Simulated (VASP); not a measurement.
# Sb (P4/mmm) in VASP: a series of runs

Runs on Sb. Level: PBEsol. Tasks: single point.

Program: VASP 6.6.1. These are calculated values, not measurements. Logs are shortened: lines on timing, memory, paths and dates and some standing lists are left out, and cuts for length are marked.

## (1) The cell of the first run

Symmetry: P4/mmm, No. 123, tetragonal system. Conventional cell: a = 3.062 Å, b = 3.062 Å, c = 3.031 Å, α = 90.00°, β = 90.00°, γ = 90.00°. Sb (site symmetry 4/mmm) has 6 Sb at 3.03 to 3.06 Å within 4.0 Å.

## (2) Single point, PBEsol (strain along c alone, the other axes held: -1.0 %)

INCAR

```
SYSTEM = Sb
ALGO     = Normal         ! electronic algorithm
EDIFF    = 1E-7           ! SCF threshold, eV
ENCUT    = 520            ! plane-wave cutoff, eV
GGA      = PS             ! functional
ISIF     = 2              ! what is computed and relaxed
ISMEAR   = 0              ! smearing method
LASPH    = .TRUE.         ! aspherical terms in the spheres
LCHARG   = .FALSE.        ! write CHGCAR
LREAL    = .FALSE.        ! projectors in reciprocal space
LWAVE    = .FALSE.        ! write WAVECAR
NBANDS   = 8              ! bands
NELM     = 60             ! most SCF steps
PREC     = Accurate       ! precision mode
SIGMA    = 0.1            ! smearing width, eV
```

KPOINTS

```
k-points
0
G
  18 18 18
  0 0 0
```

POSCAR

```
Sb
1.0
    3.0617437797      0.0000000000      0.0000000000
    0.0000000000      3.0617437797      0.0000000000
    0.0000000000      0.0000000000      3.0311263419
Sb
1
Direct
    0.0000000000      0.0000000000      0.0000000000
```

Potentials or basis: VASP PAW PBE potentials, release 64 (Sb).

Run with:

```
$ cat potpaw_PBE.64/Sb/POTCAR > POTCAR
$ mpirun -np 1 vasp_std > vasp.out
```

OUTCAR:

```text
SYSTEM = Sb
   EDIFF = 1E-7
   ENCUT = 520
   GGA = PS
   ISIF = 2
   ISMEAR = 0
   LASPH = .TRUE.
   LREAL = .FALSE.
   NELM = 60
   PREC = Accurate

 ion  position               nearest neighbor table
   1  0.000  0.000  0.000-

  LATTYP: Found a simple tetragonal cell.
 ALAT       =     3.0617437797
 C/A-ratio  =     0.9900000000

  Lattice vectors:

 A1 = (   3.0617437797,   0.0000000000,   0.0000000000)
 A2 = (   0.0000000000,   3.0617437797,   0.0000000000)
 A3 = (   0.0000000000,   0.0000000000,   3.0311263419)

Analysis of symmetry for initial positions (statically):
=====================================================================
 Subroutine PRICEL returns:
 Original cell was already a primitive cell.

 Routine SETGRP: Setting up the symmetry group for a
 simple tetragonal supercell.

 Subroutine GETGRP returns: Found 16 space group operations
 (whereof 16 operations were pure point group operations)
 out of a pool of 16 trial point group operations.

The static configuration has the point symmetry D_4h.

Analysis of symmetry for dynamics (positions and initial velocities):
=====================================================================
 Subroutine PRICEL returns:
 Original cell was already a primitive cell.

 Routine SETGRP: Setting up the symmetry group for a
 simple tetragonal supercell.

 Subroutine GETGRP returns: Found 16 space group operations
 (whereof 16 operations were pure point group operations)
 out of a pool of 16 trial point group operations.

The dynamic configuration has the point symmetry D_4h.

 Subroutine INISYM returns: Found 16 space group operations
 (whereof 16 operations are pure point group operations),
 and found     1 'primitive' translations

----------------------------------------------------------------------------------------

                                     Primitive cell

  volume of cell :      28.4146

  direct lattice vectors                    reciprocal lattice vectors
     3.061743780  0.000000000  0.000000000     0.326611262  0.000000000  0.000000000
     0.000000000  3.061743780  0.000000000     0.000000000  0.326611262  0.000000000
     0.000000000  0.000000000  3.031126342     0.000000000  0.000000000  0.329910366

  length of vectors
     3.061743780  3.061743780  3.031126342     0.326611262  0.326611262  0.329910366

  position of ions in fractional coordinates (direct lattice)
     0.000000000  0.000000000  0.000000000

  ion indices of the primitive-cell ions
   primitive index   ion index
                 1           1

----------------------------------------------------------------------------------------

 KPOINTS: k-points

Automatic generation of k-mesh.
 Grid dimensions read from file:
 generate k-points for:   18   18   18

 Generating k-lattice:

  Cartesian coordinates                     Fractional coordinates (reciprocal lattice)
     0.018145070  0.000000000  0.000000000     0.055555556  0.000000000  0.000000000
     0.000000000  0.018145070  0.000000000     0.000000000  0.055555556  0.000000000
     0.000000000  0.000000000  0.018328354     0.000000000  0.000000000  0.055555556

  Length of vectors
     0.018145070  0.018145070  0.018328354

  Shift w.r.t. Gamma in fractional coordinates (k-lattice)
     0.000000000  0.000000000  0.000000000

 Subroutine IBZKPT returns following result:
 ===========================================

 Found    550 irreducible k-points:

 Following reciprocal coordinates:
            Coordinates               Weight
  0.000000  0.000000  0.000000      1.000000
  0.055556  0.000000  0.000000      4.000000
  0.111111  0.000000  0.000000      4.000000
  0.166667  0.000000  0.000000      4.000000
  0.222222  0.000000  0.000000      4.000000
  0.277778  0.000000  0.000000      4.000000
[... 16 lines left out ...]
  0.277778  0.111111  0.000000      8.000000
  0.333333  0.111111  0.000000      8.000000
 [... further k-points ...]
   k-points           NKPTS =    550   k-points in BZ     NKDIM =    550   number of bands    NBANDS=      8
   number of dos      NEDOS =    301   number of ions     NIONS =      1
   total plane-waves  NPLWV =  13824
   dimension x,y,z NGX =    24 NGY =   24 NGZ =   24
   dimension x,y,z NGXF=    48 NGYF=   48 NGZF=   48
   ions per type =               1
   NGX,Y,Z   is equivalent  to a cutoff of  13.03, 13.03, 13.16 a.u.
   NGXF,Y,Z  is equivalent  to a cutoff of  26.06, 26.06, 26.33 a.u.
 SYSTEM =  Sb
   PREC   = accura    normal or accurate (medium, high low for compatibility)
   ISTART =      0    job   : 0-new  1-cont  2-samecut
   ICHARG =      2    charge: 1-file 2-atom 10-const
   ISPIN  =      1    spin polarized calculation?
   LNONCOLLINEAR =      F non collinear calculations
   LSORBIT =      F    spin-orbit coupling
   LASPH  =      T    aspherical Exc in radial PAW
   ENCUT  =  520.0 eV  38.22 Ry    6.18 a.u.   5.69  5.69  5.64*2*pi/ulx,y,z
   NELM   =     60;   NELMIN=  2; NELMDL= -5     # of ELM steps
   EDIFF  = 0.1E-06   stopping-criterion for ELM
   LREAL  =      F    real-space projection
   EDIFFG = 0.1E-05   stopping-criterion for IOM
   NSW    =      0    number of steps for IOM
   IBRION =     -1    ionic relax: 0-MD 1-quasi-New 2-CG
   NFREE  =      0    steps in history (QN), initial steepest desc. (CG)
   ISIF   =      2    stress and relaxation
   ISYM   =      2    0-nonsym 1-usesym 2-fastsym
   POTIM  = 0.5000    time-step for ionic-motion
   TEBEG  =    0.0;   TEEND  =   0.0 temperature during run
   PSTRESS=    0.0 pullay stress
   NELECT =       5.0000    total number of electrons
   NUPDOWN=      -1.0000    fix difference up-down
   EMIN   =  10.00;   EMAX   =-10.00  energy-range for DOS
   EFERMI =   0.00;   METHOD = LEGACY
   ISMEAR =     0;   SIGMA  =   0.10  broadening in eV -4-tet -1-fermi 0-gaus
   EFERMI_NEDOS =   21; number of points for ismear=-14 and -15
   IALGO  =     38    algorithm
   IMIX   =      4    mixing-type and parameters
     AMIX     =   0.40;   BMIX     =  1.00
     AMIX_MAG =   1.60;   BMIX_MAG =  1.00
  volume/ion in A,a.u.               =      28.41       191.75
  Fermi-wavevector in a.u.,A,eV,Ry     =   0.917383  1.733603 11.450561  0.841592
  Thomas-Fermi vector in A             =   2.042346
   LORBIT       =      0    0 simple, 1 ext, 2 COOP (PROOUT), +10 PAW based schemes
   GGA     = PS    functional components
   LHFCALC =     F    Hartree Fock is set to
   AEXX    =    0.0000 exact exchange contribution
   IVDW    =     0    specifies the selected vdW correction
   LEPSILON=     F    determine dielectric tensor
   LRPA    =     F    only Hartree local field effects (RPA)
 non-spin polarized calculation
 Gauss-broadening in eV      SIGMA  =   0.10
  energy-cutoff  :      520.00
  volume of cell :       28.41
 maximum number of plane-waves:       788
 NGX is ok and might be reduce to    24
   NGX = 11   NGY = 11   NGZ = 11

 number of electron       4.9999999 magnetization

 Free energy of the ion-electron system (eV)
  ---------------------------------------------------
  ext. energy  EPLUGINS =         0.00000000
  ---------------------------------------------------
  free energy    TOTEN  =        -4.53340883 eV

  energy without entropy =       -4.53080435  energy(sigma->0) =       -4.53210659

 E-fermi :   7.6269     XC(G=0):  -9.9591

 val. band max:        7.6240896529   @ k =   0.3889   0.3333   0.3889
 cond. band min:       7.6416574924   @ k =   0.4444   0.2778   0.2222
 fundamental gap:      0.0175678396
 Fermi energy:         7.6269354562

 k-point     1 :       0.0000    0.0000    0.0000
  band No.  band energies     occupation
      1      -5.1742      2.00000
      2      10.8972      0.00000
      3      10.8972      0.00000
      4      11.1959      0.00000
      5      14.5440      0.00000
      6      14.6678      0.00000
      7      16.0666      0.00000
      8      25.5495      0.00000

 k-point     2 :       0.0556    0.0000    0.0000
  band No.  band energies     occupation
      1      -5.1276      2.00000
      2      10.2478      0.00000
      3      10.9438      0.00000
      4      11.2427      0.00000
      5      14.6593      0.00000
      6      15.0668      0.00000
      7      16.3362      0.00000
      8      25.0477      0.00000

 k-point     3 :       0.1111    0.0000    0.0000
  band No.  band energies     occupation
      1      -4.9883      2.00000
      2       8.9434      0.00000
      3      11.0818      0.00000
      4      11.3811      0.00000
      5      14.7722      0.00000
      6      15.5775      0.00000
      7      17.4162      0.00000
      8      24.1485      0.00000

 k-point     4 :       0.1667    0.0000    0.0000
  band No.  band energies     occupation
      1      -4.7586      2.00000
      2       7.5151      1.88636
      3      11.3047      0.00000
      4      11.6049      0.00000
      5      14.9527      0.00000
      6      15.8778      0.00000
      7      19.0111      0.00000
      8      23.1697      0.00000

 k-point     5 :       0.2222    0.0000    0.0000
  band No.  band energies     occupation
      1      -4.4435      2.00000
      2       6.1162      2.00000
      3      11.6010      0.00000
      4      11.9023      0.00000
      5      15.2020      0.00000
      6      16.1831      0.00000
      7      20.6929      0.00000
      8      22.1945      0.00000
[... 177 lines left out ...]
 k-point    22 :       0.2222    0.1111    0.0000
  band No.  band energies     occupation
      1      -4.2573      2.00000
      2       6.2935      2.00000
      3       9.6602      0.00000
      4      12.0892      0.00000
      5      15.8825      0.00000
      6      17.6485      0.00000
      7      19.7376      0.00000
      8      21.2112      0.00000

 k-point    23 :       0.2778    0.1111    0.0000
  band No.  band energies     occupation
      1      -3.8664      2.00000
      2       4.9857      2.00000
      3      10.0211      0.00000
      4      12.4420      0.00000
      5      16.2057      0.00000
      6      17.6417      0.00000
      7      19.2342      0.00000
      8      21.6469      0.00000

 k-point    24 :       0.3333    0.1111    0.0000
  band No.  band energies     occupation
      1      -3.4203      2.00000
      2       3.8099      2.00000
      3      10.4196      0.00000
      4      12.8188      0.00000
      5      16.5606      0.00000
      6      17.2371      0.00000
      7      19.1252      0.00000
      8      20.8266      0.00000

 [... further k-points ...]

------------------------ aborting loop because EDIFF is reached ----------------------------------------

  FORCE on cell =-STRESS in cart. coord.  units (eV):
  Direction    XX          YY          ZZ          XY          YZ          ZX
  --------------------------------------------------------------------------------------
  -------------------------------------------------------------------------------------
  Total        0.0575672      0.0575672      0.3140544      0.0000000     -0.0000000     -0.0000000
  in kB        3.2459639      3.2459639     17.7081724      0.0000000     -0.0000000     -0.0000000
  external PRESSURE =       8.0667001 kB  Pullay stress =       0.0000000 kB

 VOLUME and BASIS-vectors are now :
 -----------------------------------------------------------------------------
  energy-cutoff  :      520.00
  volume of cell :       28.41
      direct lattice vectors                 reciprocal lattice vectors
     3.061743780  0.000000000  0.000000000     0.326611262  0.000000000  0.000000000
     0.000000000  3.061743780  0.000000000     0.000000000  0.326611262  0.000000000
     0.000000000  0.000000000  3.031126342     0.000000000  0.000000000  0.329910366

 POSITION                                       TOTAL-FORCE (eV/Angst)
 -----------------------------------------------------------------------------------
      0.00000      0.00000      0.00000         0.000000      0.000000      0.000000
 -----------------------------------------------------------------------------------
    total drift:                               -0.000000      0.000000      0.000000

  FREE ENERGIE OF THE ION-ELECTRON SYSTEM (eV)
  ---------------------------------------------------
  free  energy   TOTEN  =        -4.5334088282 eV

  energy  without entropy=       -4.5308043450  energy(sigma->0) =       -4.53210659
```

It took 21 s on 1 thread of Intel Xeon 6975P-C (Granite Rapids), shared host; peak memory 0.24 GiB.

What came out:

```
Free energy : -4.5334 eV
Pressure    : 0.8 GPa
```

Levels at points of the mesh, in eV from the Fermi level:
| k point | band 1 | band 2 | band 3 | band 4 | band 5 | band 6 |
| --- | --- | --- | --- | --- | --- | --- |
| (0.00, 0.00, 0.00) | -12.80 | 3.27 | 3.27 | 3.57 | 6.92 | 7.04 |
| (0.50, 0.00, 0.00) | -10.24 | -5.95 | 5.41 | 5.71 | 9.18 | 10.67 |
| (0.50, 0.50, 0.00) | -7.51 | -3.79 | -3.79 | 1.90 | 7.92 | 13.34 |
| (0.00, 0.00, 0.50) | -10.10 | -5.97 | 5.52 | 5.52 | 9.19 | 10.53 |
| (0.50, 0.00, 0.50) | -7.36 | -3.83 | -3.69 | 1.93 | 7.72 | 13.26 |
| (0.50, 0.50, 0.50) | -4.27 | -1.82 | -1.67 | -1.67 | 4.70 | 4.70 |

Caveat: the cell differs from its parent crystal (strain along c alone, the other axes held: -1.0 %); the PAW data sets were made with another functional, which shifts forces and pressure a little; spin-orbit coupling is left out, which moves the levels of the heavy elements.

(Part 1 of 2 ends here.)
